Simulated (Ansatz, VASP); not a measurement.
## SrLiBr3: VASP beside Ansatz

```
CELL_PARAMETERS angstrom
4.40140 0.00000 0.00000
0.00000 8.63826 0.00000
0.00000 0.00000 8.20988
ATOMIC_POSITIONS crystal
Li 0.50000 0.38274 0.55361
Li 0.50000 0.61726 0.05361
Sr 0.00000 0.89081 0.38190
Sr 0.00000 0.10919 0.88190
Br 0.50000 0.62457 0.37056
Br 0.50000 0.37543 0.87056
Br 0.00000 0.24264 0.51628
Br 0.50000 0.92806 0.67756
Br 0.50000 0.07194 0.17756
Br 0.00000 0.75736 0.01628
```

Alike in both runs: functional PBE; k mesh 6 × 4 × 4; occupations gaussian, width 0.02 eV; no spin polarisation.

Ansatz relaxed the structure, and its values are those at the end. VASP's run is a single point on that final structure, the one shown.

|  | VASP | Ansatz |
| --- | --- | --- |
| version | VASP 6.6.1 | Ansatz 0.2.0 |
| potentials or method | VASP PAW PBE potentials, release 64 (Li_sv, Sr_sv, Br), cutoff 520 eV | scalar-relativistic, plane waves, PAW |
| valence electrons in the cell | 68 | 68 |

|  | VASP | Ansatz | Ansatz less VASP |
| --- | --- | --- | --- |
| gap on the k mesh at the Fermi level (eV) | 4.26 | 4.26 | 0.000 |
| least direct gap on the mesh (eV) | 4.31 | 4.31 | -0.001 |
| rms of the force components (eV/Å) | 0.006 | 0.003 | -0.0028 |

Noted on VASP's run: the cutoff is under 1.25 times that of the potentials, so the pressure is a little rough.
